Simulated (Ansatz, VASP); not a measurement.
**One calculation of SiW6, two programs**

Contents of INCAR:

```
  PREC = Accurate
  ENCUT = 520
  EDIFF = 1E-7
  ISMEAR = 0
  SIGMA = 0.1
  LREAL = F
  LASPH = T
  NELM = 60
  ALGO = Normal
  ISIF = 2
  LWAVE = F
  LCHARG = T
  LDIPOL = T
  IDIPOL = 3
  DIPOL = 0.5 0.5 0.316
  GGA = PE
  IVDW = 12
  LELF = T
  LVHAR = T
  LVACPOTAV = T
  NBANDS = 53
```

The input KPOINTS:

```
Automatic mesh
0
Gamma
  6 6 1
```

POSCAR

```
SiW6
1.0
    4.4682526324      0.0000000000      0.0000000000
   -2.2341263162      3.8696202902      0.0000000000
    0.0000000000      0.0000000000     21.7259061349
W Si
6 1
Direct
    0.6666666667      0.3333333333      0.1841119986
    0.3333333333      0.6666666667      0.2260931360
    0.0000000000      0.0000000000      0.2680742733
    0.6666666667      0.3333333333      0.3070897866
    0.3333333333      0.6666666667      0.3466976876
    0.0000000000      0.0000000000      0.3832248047
    0.2222222222      0.4444444444      0.4982948038
```

Input for Ansatz:

```yaml
crystal:
  lattice:
    - [4.4682526324, 0.0, 0.0]
    - [-2.2341263162, 3.8696202902, 0.0]
    - [0.0, 0.0, 21.7259061349]
  atoms:
    - { symbol: W, position: [0.6666666667, 0.3333333333, 0.1841119986] }
    - { symbol: W, position: [0.3333333333, 0.6666666667, 0.226093136] }
    - { symbol: W, position: [0.0, 0.0, 0.2680742733] }
    - { symbol: W, position: [0.6666666667, 0.3333333333, 0.3070897866] }
    - { symbol: W, position: [0.3333333333, 0.6666666667, 0.3466976876] }
    - { symbol: W, position: [0.0, 0.0, 0.3832248047] }
    - { symbol: Si, position: [0.2222222222, 0.4444444444, 0.4982948038] }
basis:
  ecutwfc: 420
kpoints:
  mp_grid: { grid: [6, 6, 1] }
hamiltonian:
  xc: pbe
  pseudopotentials: { kind: paw, azcp: { folder: soft_1 } }
  dispersion: d3bj
scf:
  occupations: { method: gaussian, width: 0.1 }
output:
  forces: true
  eigenvalues: true
  write_density: true
  write_potential: true
  elf: true
  volumetric_format: npy
efield:
  axis: 3
  dipole_correction: true
  ramp_width: 0.04
```

Alike in both runs: task single point; functional PBE; dispersion D3(BJ); k mesh 6 × 6 × 1; occupations gaussian, width 0.1 eV; no spin polarisation.

```csv
,VASP,Ansatz
version,VASP 6.6.1,Ansatz 0.2.0
potentials or method,"VASP PAW PBE potentials, release 64 (W_sv, Si), cutoff 520 eV","scalar-relativistic, plane waves, PAW"
valence electrons in the cell,88,88
```

|  | VASP | Ansatz | Ansatz less VASP |
| --- | --- | --- | --- |
| gap on the k mesh at the Fermi level (eV) | none | none | - |
| rms of the force components (eV/Å) | 0.927 | 0.918 | -0.0091 |
| work function, face that differs most (eV) | 3.92 | 3.92 | -0.002 |

Atom by atom the forces differ by 0.022 eV/Å (rms over components). A gap of «none» marks a metal or a gap that the smearing closes. Ansatz's warnings: xc potential rough in thin density.

Neither program's run includes spin-orbit coupling.
